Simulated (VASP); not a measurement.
Set up this calculation in VASP 6.6.1, as the native input.

- Task: single point
- Functional: PBE
- Potentials or basis: VASP PAW PBE potentials, release 64 (Ga_d, O)
- Cutoff: 520 eV
- k mesh: 6 × 6 × 2
- Occupations: gaussian, width 0.1 eV
- Spin: collinear spin, ferromagnetic start
- Starting moments: [0.0, 1.0, 1.0, 1.0] μB
- Dipole correction: no
- Further INCAR settings: ALGO = Normal; EDIFF = 1e-06; NBANDS = 28

The structure of GaO3 lies in POSCAR:

```
GaO3
1.0
    2.9477573785      0.0000000034      0.0000000000
   -1.4738786922      2.5528327723      0.0000000000
    0.0000000000      0.0000000000      6.8453667504
Ga O
1 3
Direct
    0.6666666667      0.3333333333      0.0000000000
    0.6666666667      0.3333333333      0.5000000000
    0.3333333333      0.6666666667      0.1587142971
    0.3333333333      0.6666666667      0.8412857029
```

The input as run:

INCAR

```
ALGO = Normal ; EDIFF = 1E-6
ENCUT = 520 ; GGA = PE
ISIF = 2 ; ISMEAR = 0
ISPIN = 2 ; LASPH = True
LCHARG = False ; LORBIT = 11
LREAL = False ; LWAVE = False
MAGMOM = 0 1 1 1 ; NBANDS = 28
NELM = 150 ; PREC = Accurate
SIGMA = 0.1
```

KPOINTS

```
k-points
0
Gamma
  6 6 2
```

Potentials or basis: VASP PAW PBE potentials, release 64 (Ga_d, O).

Command:

```sh
$ cat potpaw_PBE.64/Ga_d/POTCAR potpaw_PBE.64/O/POTCAR > POTCAR
$ mpirun -np 1 vasp_std > vasp.out
```

It gave:

```yaml
Pressure: 0.6 GPa
Largest_force: 0.055 eV/Å
Band_gap_on_the_k_mesh: zero (filled and empty bands overlap)
Net_moment: 3.00 μB per cell
Site_moments: Ga -0.03; O +1.67, +0.43 μB
Valence_electrons_inside_the_program's_atomic_spheres: Ga 11.62; O 4.51, 4.91
```

Caveat: the k points lie up to 0.46 Å⁻¹ apart.

Run time: 23 s on 1 thread of Intel(R) Xeon(R) 6975P-C (Granite Rapids) (shared host), peak memory 0.2 GiB.
